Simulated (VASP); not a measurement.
# BaTiO3 (R3m) in VASP: electric field gradients with r2SCAN

Aim: the electric field gradients of BaTiO3 with r2SCAN.

All numbers are computed with VASP 6.6.1; they aren't measurements. Logs are shortened: lines on timing, memory, paths and dates and some standing lists are left out, and cuts for length are marked.

### 1 The cell of the first run

The structure is trigonal, space group R3m (No. 160). The conventional cell has a = 5.697 Å, b = 5.697 Å, c = 7.007 Å, α = 90.00°, β = 90.00°, γ = 120.00°. Within 3.7 Å of Ba (site symmetry 3m) lie 12 O at 2.79 to 2.92 Å and 8 Ti at 3.41 to 3.60 Å. Ti (site symmetry 3m) has 6 O at 1.89 to 2.16 Å within 2.5 Å. O (site symmetry m) has 2 Ti at 1.89 to 2.16 Å within 2.5 Å.

### 2 Electric field gradients, r2SCAN

POSCAR

```
BaTiO3
1.0
    2.8482561214      1.6444414384      2.3355603327
   -2.8482561214      1.6444414384      2.3355603327
    0.0000000000     -3.2888828768      2.3355603327
Ba Ti O
1 1 3
Direct
    0.0001460400      0.0001460400      0.0001460400
    0.5133377100      0.5133377100      0.5133377100
    0.4889503100      0.9797166300      0.4889503100
    0.4889503100      0.4889503100      0.9797166300
    0.9797166300      0.4889503100      0.4889503100
```

INCAR.step1

```
ALGO = Normal
EDIFF = 1E-5
ENCUT = 910
GGA = PE
GGA_COMPAT = F
ISMEAR = -1
LASPH = T
LCHARG = F
LREAL = F
LWAVE = T
NBANDS = 28
NELM = 120
PREC = Accurate
SIGMA = 0.01
```

INCAR.step2

```
ALGO = Normal
EDIFF = 1E-8
ENCUT = 910
GGA_COMPAT = F
ISIF = 2
ISMEAR = -1
ISTART = 1
LASPH = T
LCHARG = F
LEFG = T
LMIXTAU = T
LREAL = F
LWAVE = F
METAGGA = R2SCAN
NBANDS = 28
NELM = 120
PREC = Accurate
SIGMA = 0.01
```

KPOINTS

```
k-points
0
Gamma
  6 6 6
```

Potentials or basis: VASP PAW PBE potentials, release 64 (Ba_sv, Ti_sv, O_h).

On the command line:

```console
cat potpaw_PBE.64/Ba_sv/POTCAR potpaw_PBE.64/Ti_sv/POTCAR potpaw_PBE.64/O_h/POTCAR > POTCAR
cp INCAR.step1 INCAR
mpirun -np 1 vasp_std > vasp.out
cp INCAR.step2 INCAR
mpirun -np 1 vasp_std > vasp.out
```

OUTCAR:

```text
EDIFF = 1E-8
   ENCUT = 910
   ISIF = 2
   ISMEAR = -1
   ISTART = 1
   LASPH = T
   LREAL = F
   METAGGA = R2SCAN
   NELM = 120
   PREC = Accurate

 ion  position               nearest neighbor table
   1  0.000  0.000  0.000-   4 2.79   3 2.79   5 2.79   5 2.85   3 2.85   3 2.85   5 2.85   4 2.85
                             4 2.85   4 2.92   3 2.92   5 2.92   2 3.41   2 3.46   2 3.46   2 3.46
   2  0.513  0.513  0.513-   4 1.89   3 1.89   5 1.89   4 2.16   3 2.16   5 2.16   1 3.41   1 3.46
                             1 3.46   1 3.46   1 3.52   1 3.52   1 3.52   1 3.60
   3  0.489  0.980  0.489-   2 1.89   2 2.16   1 2.79   1 2.85   1 2.85   1 2.92
   4  0.489  0.489  0.980-   2 1.89   2 2.16   1 2.79   1 2.85   1 2.85   1 2.92
   5  0.980  0.489  0.489-   2 1.89   2 2.16   1 2.79   1 2.85   1 2.85   1 2.92

  LATTYP: Found a trigonal (rhomboedric) cell.
 ALAT       =     4.0338062230
 COS(alpha) =     0.0028556995

  Lattice vectors:

 A1 = (   2.8482561214,   1.6444414384,   2.3355603327)
 A2 = (  -2.8482561214,   1.6444414384,   2.3355603327)
 A3 = (   0.0000000000,  -3.2888828768,   2.3355603327)

Analysis of symmetry for initial positions (statically):
=====================================================================
 Subroutine PRICEL returns:
 Original cell was already a primitive cell.

 Routine SETGRP: Setting up the symmetry group for a
 trigonal (rhombohedral) supercell.

 Subroutine GETGRP returns: Found  6 space group operations
 (whereof  6 operations were pure point group operations)
 out of a pool of 12 trial point group operations.

The static configuration has the point symmetry C_3v.

Analysis of symmetry for dynamics (positions and initial velocities):
=====================================================================
 Subroutine PRICEL returns:
 Original cell was already a primitive cell.

 Routine SETGRP: Setting up the symmetry group for a
 trigonal (rhombohedral) supercell.

 Subroutine GETGRP returns: Found  6 space group operations
 (whereof  6 operations were pure point group operations)
 out of a pool of 12 trial point group operations.

The dynamic configuration has the point symmetry C_3v.

 Subroutine INISYM returns: Found  6 space group operations
 (whereof  6 operations are pure point group operations),
 and found     1 'primitive' translations

----------------------------------------------------------------------------------------

                                     Primitive cell

  volume of cell :      65.6357

  direct lattice vectors                    reciprocal lattice vectors
     2.848256121  1.644441438  2.335560333     0.175546011  0.101351537  0.142720926
    -2.848256121  1.644441438  2.335560333    -0.175546011  0.101351537  0.142720926
     0.000000000 -3.288882877  2.335560333     0.000000000 -0.202703073  0.142720926

  length of vectors
     4.033806223  4.033806223  4.033806223     0.247906835  0.247906835  0.247906835

  position of ions in fractional coordinates (direct lattice)
     0.000146040  0.000146040  0.000146040
     0.513337710  0.513337710  0.513337710
     0.488950310  0.979716630  0.488950310
     0.488950310  0.488950310  0.979716630
     0.979716630  0.488950310  0.488950310

  ion indices of the primitive-cell ions
   primitive index   ion index
                 1           1
                 2           2
                 3           3
                 4           4
                 5           5

----------------------------------------------------------------------------------------

 KPOINTS: k-points

Automatic generation of k-mesh.
 Grid dimensions read from file:
 generate k-points for:    6    6    6

 Generating k-lattice:

  Cartesian coordinates                     Fractional coordinates (reciprocal lattice)
     0.029257668  0.016891923  0.023786821     0.166666667 -0.000000000 -0.000000000
[... 52 lines left out ...]
   ICHARG =      0    charge: 1-file 2-atom 10-const
   ISPIN  =      1    spin polarized calculation?
   LNONCOLLINEAR =      F non collinear calculations
   LSORBIT =      F    spin-orbit coupling
   LASPH  =      T    aspherical Exc in radial PAW
   ENCUT  =  910.0 eV  66.88 Ry    8.18 a.u.   9.92  9.92  9.92*2*pi/ulx,y,z
   NELM   =    120;   NELMIN=  2; NELMDL=  0     # of ELM steps
   EDIFF  = 0.1E-07   stopping-criterion for ELM
   LREAL  =      F    real-space projection
   EDIFFG = 0.1E-06   stopping-criterion for IOM
   NSW    =      0    number of steps for IOM
   IBRION =     -1    ionic relax: 0-MD 1-quasi-New 2-CG
   NFREE  =      0    steps in history (QN), initial steepest desc. (CG)
   ISIF   =      2    stress and relaxation
   ISYM   =      2    0-nonsym 1-usesym 2-fastsym
   POTIM  = 0.5000    time-step for ionic-motion
   TEBEG  =    0.0;   TEEND  =   0.0 temperature during run
   PSTRESS=    0.0 pullay stress
   NELECT =      40.0000    total number of electrons
   NUPDOWN=      -1.0000    fix difference up-down
   EMIN   =  10.00;   EMAX   =-10.00  energy-range for DOS
   EFERMI =   0.00;   METHOD = LEGACY
   ISMEAR =    -1;   SIGMA  =   0.01  broadening in eV -4-tet -1-fermi 0-gaus
   EFERMI_NEDOS =   21; number of points for ismear=-14 and -15
   IALGO  =     38    algorithm
   IMIX   =      4    mixing-type and parameters
     AMIX     =   0.40;   BMIX     =  1.00
     AMIX_MAG =   1.60;   BMIX_MAG =  1.00
  volume/ion in A,a.u.               =      13.13        88.59
  Fermi-wavevector in a.u.,A,eV,Ry     =   1.387975  2.622892 26.211269  1.926474
  Thomas-Fermi vector in A             =   2.512145
   LORBIT       =      0    0 simple, 1 ext, 2 COOP (PROOUT), +10 PAW based schemes
   METAGGA = R2SCAN    functional components
   LHFCALC =     F    Hartree Fock is set to
   AEXX    =    0.0000 exact exchange contribution
   IVDW    =     0    specifies the selected vdW correction
   LEPSILON=     F    determine dielectric tensor
   LRPA    =     F    only Hartree local field effects (RPA)
 non-spin polarized calculation
  energy-cutoff  :      910.00
  volume of cell :       65.64
 maximum number of plane-waves:      4106
   NGX = 19   NGY = 19   NGZ = 19

 number of electron      40.0000002 magnetization

 Free energy of the ion-electron system (eV)
  ---------------------------------------------------
  ext. energy  EPLUGINS =         0.00000000
  ---------------------------------------------------
  free energy    TOTEN  =       -74.30976269 eV

  energy without entropy =      -74.30976269  energy(sigma->0) =      -74.30976269

 E-fermi :   3.8792     XC(G=0): -11.7708

 val. band max:        3.6376650987   @ k =   0.5000   0.5000   0.5000
 cond. band min:       6.3802178955   @ k =   0.0000   0.0000   0.0000
 fundamental gap:      2.7425527969
 Fermi energy:         3.8792406632

 k-point     1 :       0.0000    0.0000    0.0000
  band No.  band energies     occupation
      1     -54.9576      2.00000
      2     -30.1488      2.00000
      3     -30.1470      2.00000
      4     -30.1470      2.00000
      5     -21.8735      2.00000
      6     -14.1058      2.00000
[... 733 lines left out ...]
     27      12.3309      0.00000
     28      12.8417      0.00000

 [... further k-points ...]

------------------------ aborting loop because EDIFF is reached ----------------------------------------

  FORCE on cell =-STRESS in cart. coord.  units (eV):
  Direction    XX          YY          ZZ          XY          YZ          ZX
  --------------------------------------------------------------------------------------
  -------------------------------------------------------------------------------------
  Total       -0.0926933     -0.0926933     -0.0527342      0.0000000      0.0000000      0.0000000
  in kB       -2.2626602     -2.2626602     -1.2872506      0.0000000      0.0000000      0.0000000
  external PRESSURE =      -1.9375237 kB  Pullay stress =       0.0000000 kB

 VOLUME and BASIS-vectors are now :
 -----------------------------------------------------------------------------
  energy-cutoff  :      910.00
  volume of cell :       65.64
      direct lattice vectors                 reciprocal lattice vectors
     2.848256121  1.644441438  2.335560333     0.175546011  0.101351537  0.142720926
    -2.848256121  1.644441438  2.335560333    -0.175546011  0.101351537  0.142720926
     0.000000000 -3.288882877  2.335560333     0.000000000 -0.202703073  0.142720926

 POSITION                                       TOTAL-FORCE (eV/Angst)
 -----------------------------------------------------------------------------------
      0.00000      0.00000      0.00102        -0.000000     -0.000000      0.009273
      0.00000      0.00000      3.59679        -0.000000     -0.000000      0.055255
     -1.39783      0.80704      4.57213         0.022427     -0.012948     -0.021509
      0.00000     -1.61407      4.57213        -0.000000      0.025896     -0.021509
      1.39783      0.80704      4.57213        -0.022427     -0.012948     -0.021509
 -----------------------------------------------------------------------------------
    total drift:                               -0.000000     -0.000005     -0.002937

  FREE ENERGIE OF THE ION-ELECTRON SYSTEM (eV)
  ---------------------------------------------------
  free  energy   TOTEN  =       -74.3097626948 eV

  energy  without entropy=      -74.3097626948  energy(sigma->0) =      -74.30976269

 Electric field gradients (V/A^2)
---------------------------------------------------------------------
 ion       V_xx      V_yy      V_zz      V_xy      V_xz      V_yz
---------------------------------------------------------------------
   1      -2.123    -2.123     4.245    -0.000     0.000     0.000
   2      -5.639    -5.639    11.278     0.000     0.000    -0.000
   3       5.992    -7.318     1.326   -11.527   -16.407     9.473
   4     -13.974    12.647     1.326     0.000    -0.000   -18.945
   5       5.992    -7.318     1.326    11.527    16.407     9.473
---------------------------------------------------------------------

 Electric field gradients after diagonalization (V/A^2)
 (convention: |V_zz| > |V_xx| > |V_yy|)
----------------------------------------------------------------------
 ion       V_xx      V_yy      V_zz     asymmetry (V_yy - V_xx)/ V_zz
----------------------------------------------------------------------
   1      -2.123    -2.123     4.245       0.000
   2      -5.639    -5.639    11.278       0.000
   3     -13.974   -12.786    26.760       0.044
   4     -13.974   -12.786    26.760       0.044
   5     -13.974   -12.786    26.760       0.044
----------------------------------------------------------------------

           NMR quadrupolar parameters

 Cq : quadrupolar parameter    Cq=e*Q*V_zz/h
 eta: asymmetry parameters     (V_yy - V_xx)/ V_zz
 Q  : nuclear electric quadrupole moment in mb (millibarn)
----------------------------------------------------------------------
 ion       Cq(MHz)       eta       Q (mb)
----------------------------------------------------------------------
   1       0.010       0.000       1.000
   2       0.027       0.000       1.000
   3       0.065       0.044       1.000
   4       0.065       0.044       1.000
   5       0.065       0.044       1.000
----------------------------------------------------------------------
```

Wall time 4 min (1 thread of Intel Xeon 6975P-C (Granite Rapids), shared host); peak memory 0.35 GiB.

What came out:

| Item | Value |
| --- | --- |
| Free energy | -74.3098 eV |
| Pressure | -0.2 GPa |
| Largest force | 0.055 eV/Å |
| Band gap on the k mesh | 2.74 eV (least direct gap 3.17 eV) |
| Largest electric field gradient by atom | Ba +4.2; Ti +11.3; O +26.8 V/Å² |

Forces on the atoms (eV/Å):
```
Ba   0.000  0.000  0.009
Ti   0.000  0.000  0.055
O    0.022 -0.013 -0.022
O    0.000  0.026 -0.022
O   -0.022 -0.013 -0.022
```

Electric field gradients, principal values (V/Å²):
```
atom    least   middle  greatest (by size)
1 Ba   -2.123   -2.123               4.245
2 Ti   -5.639   -5.639              11.278
 3 O  -12.786  -13.974              26.760
 4 O  -12.786  -13.974              26.760
 5 O  -12.786  -13.974              26.760
```

Caveat: the cutoff is under 1.25 times the usual one of these potentials, so pressure, stress and relaxed cells hold a basis-set (Pulay) error; without QUAD_EFG the Cq values of the log hold for a quadrupole moment of 1 mb, not for the nuclei; the PAW data sets were made with another functional, which shifts forces and pressure a little; spin-orbit coupling is left out, which moves the levels of the heavy elements. A k mesh can miss the band edges.
